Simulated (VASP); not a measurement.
Wanted: the native input for a VASP 6.6.1 run.

- Task: relaxation of cell and atoms
- Functional: PBEsol
- Potentials or basis: VASP PAW PBE potentials, release 64 (Rh_pv)
- Cutoff: 600 eV
- k mesh: 18 × 18 × 10
- Occupations: gaussian, width 0.1 eV
- Spin: no spin polarisation
- Target pressure: 1 GPa
- Dipole correction: no
- Further INCAR settings: ALGO = Fast; EDIFF = 1e-06; IBRION = 2; EDIFFG = -0.008; NSW = 70; ISIF = 3

The structure of Rh lies in POSCAR:

```
Rh
1.0
    2.6799584918      0.0000000000      0.0000000000
   -1.3399792459      2.3209121350      0.0000000000
    0.0000000000      0.0000000000      4.3148878130
Rh
2
Direct
    0.6666666667      0.3333333333      0.7500000000
    0.3333333333      0.6666666667      0.2500000000
```

This isn't the form of Rh at room conditions, which is fcc.

These files were run (other wordings do the same):

INCAR

```
PREC     = Accurate       # precision mode
ENCUT    = 600            # plane-wave cutoff, eV
EDIFF    = 1E-6           # SCF threshold, eV
ISMEAR   = 0              # smearing method
SIGMA    = 0.1            # smearing width, eV
LREAL    = False          # projectors in reciprocal space
LASPH    = True           # aspherical terms in the spheres
NELM     = 60             # most SCF steps
ALGO     = Fast           # electronic algorithm
ISIF     = 3              # what is computed and relaxed
LWAVE    = False          # write WAVECAR
LCHARG   = False          # write CHGCAR
GGA      = PS             # functional
IBRION   = 2              # ionic algorithm
NSW      = 70             # ionic steps
EDIFFG   = -0.008         # ionic threshold
PSTRESS  = 10.0
```

KPOINTS

```
Automatic mesh
0
Gamma
  18 18 10
```

Potentials or basis: VASP PAW PBE potentials, release 64 (Rh_pv).

Launch:

```bash
$ cat potpaw_PBE.64/Rh_pv/POTCAR > POTCAR
$ mpirun -np 1 vasp_std > vasp.out
```

Results of the run:

```json
{
 "Relaxed volume": "13.50 Å³/atom",
 "Relaxed cell": "a = 2.685 Å, b = 2.685 Å, c = 4.323 Å, α = 90.00°, β = 90.00°, γ = 120.00°",
 "Space group after relaxing (to 0.1 Å)": "P6_3/mmc (No. 194)",
 "Energy change on relaxing (the run minimises the enthalpy)": "-0.9 meV/atom",
 "Ionic steps": "3",
 "Pressure after relaxing": "1.0 GPa",
 "Band gap on the k mesh": "zero (bands 15 and 16 overlap by 2.52 eV)"
}
```

Caveat: the cell is relaxed towards a set pressure, so the run minimises the enthalpy, not the energy; the PAW data sets were made with another functional, which shifts forces and pressure a little.

It took 98 s on 1 thread of Intel(R) Xeon(R) 6975P-C (Granite Rapids), on a shared host, peak memory 0.24 GiB.
